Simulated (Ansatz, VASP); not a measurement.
**One calculation of GaN, two programs**

```
Ga N
1.0
     0.06532    2.24681    2.24681
     2.24681    0.06532    2.24681
     2.24681    2.24681    0.06532
Ga N
1 1
Direct
  0.00236 0.00236 0.00236
  0.24764 0.24764 0.24764
```

Change from the starting cell: epitaxial_111 strain -3.0%.

Alike in both runs: task single point; functional PBE; k mesh 10 × 10 × 10; occupations fermi-dirac, width 0.02 eV; no spin polarisation.

|  | VASP | Ansatz |
| --- | --- | --- |
| version | VASP 6.6.1 | Ansatz 0.2.0 |
| potentials or method | VASP PAW PBE potentials, release 64 (Ga_d, N) | plane waves, PAW |
| plane-wave cutoff (eV) | 520 | 420 |
| valence electrons in the cell | 18 | 18 |

Ansatz gave:

| Quantity | Value |
| --- | --- |
| gap on the k mesh at the Fermi level (eV) | 1.88 |
| pressure (GPa) | 16.6 |
| traceless stress, the component that is largest in VASP (GPa) | -4.89 |
| rms of the force components (eV/Å) | 0.021 |

Q: Estimate VASP's values.

A: gap on the k mesh at the Fermi level (eV): 1.89; pressure (GPa): 16.6; traceless stress, the component that is largest in VASP (GPa): -4.91; rms of the force components (eV/Å): 0.019.

Atom by atom the forces differ by 0.003 eV/Å (rms over components). The functional is the same, so the differences come from potentials, cutoffs and numerics.
